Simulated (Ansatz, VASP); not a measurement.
**Sb in VASP and in Ansatz**

INCAR

```
PREC = Accurate
ENCUT = 500
EDIFF = 1E-6
ISMEAR = -1
SIGMA = 0.05
LREAL = F
LASPH = T
NELM = 120
ALGO = Normal
ISIF = 2
LWAVE = F
LCHARG = F
GGA = PS
NBANDS = 8
GGA_COMPAT = F
```

The input KPOINTS:

```
regular mesh
0
Gamma
  10 10 10
```

Contents of POSCAR:

```
Sb
1.0
    0.0000000000      2.3953166669      2.3238176712
    2.3953166669      0.0000000000      2.3238176712
    2.3953166669      2.3953166669      0.0000000000
Sb
1
Direct
    0.0000000000      0.0000000000      0.0000000000
```

Contents of input.yaml:

```yaml
crystal:
  lattice:
    - [0.0, 2.3953166669, 2.3238176712]
    - [2.3953166669, 0.0, 2.3238176712]
    - [2.3953166669, 2.3953166669, 0.0]
  atoms:
    - { symbol: Sb, position: [0.0, 0.0, 0.0] }
kpoints:
  mp_grid: { grid: [10, 10, 10] }
  band_path:
    path:
      - [0.0, 0.0, 0.0]
      - [0.0, 0.5, 0.5]
      - [0.2656206172, 0.5, 0.7656206172]
      - [0.3828103086, 0.3828103086, 0.7656206172]
      - [0.0, 0.0, 0.0]
      - [-0.5, -0.5, 0.0]
      - [-0.3828103086, -0.3828103086, 0.2343793828]
      - [0.0, 0.0, 0.5]
    npoints: 6
scf:
  occupations: { method: fermi_dirac, width: 0.05 }
hamiltonian:
  xc: pbesol
  pseudopotentials: { kind: all_electron, lapw: { basis_error: 0.001 } }
output:
  forces: true
  stress: true
  eigenvalues: true
```

Change from the starting cell: strain_z_fixed_volume = -0.02.

Alike in both runs: functional PBEsol; k mesh 10 × 10 × 10; occupations fermi-dirac, width 0.05 eV; no spin polarisation.

|  | VASP | Ansatz |
| --- | --- | --- |
| version | VASP 6.6.1 | Ansatz 0.2.0 |
| potentials or method | VASP PAW PBE potentials, release 64 (Sb), cutoff 500 eV | all-electron LAPW, scalar-relativistic |
| task | single point | band structure |

|  | VASP | Ansatz | Ansatz less VASP |
| --- | --- | --- | --- |
| gap on the k mesh at the Fermi level (eV) | none | none | - |
| pressure (GPa) | -1.2 | -1.2 | +0.04 |
| traceless stress, the component that is largest in VASP (GPa) | -0.18 | -0.18 | -0.004 |

VASP's potentials were made for PBE, not for PBEsol. A gap of «none» marks a metal or a gap that the smearing closes. Ansatz ran all-electron here, and VASP with PAW potentials.

Spin-orbit coupling is off throughout.
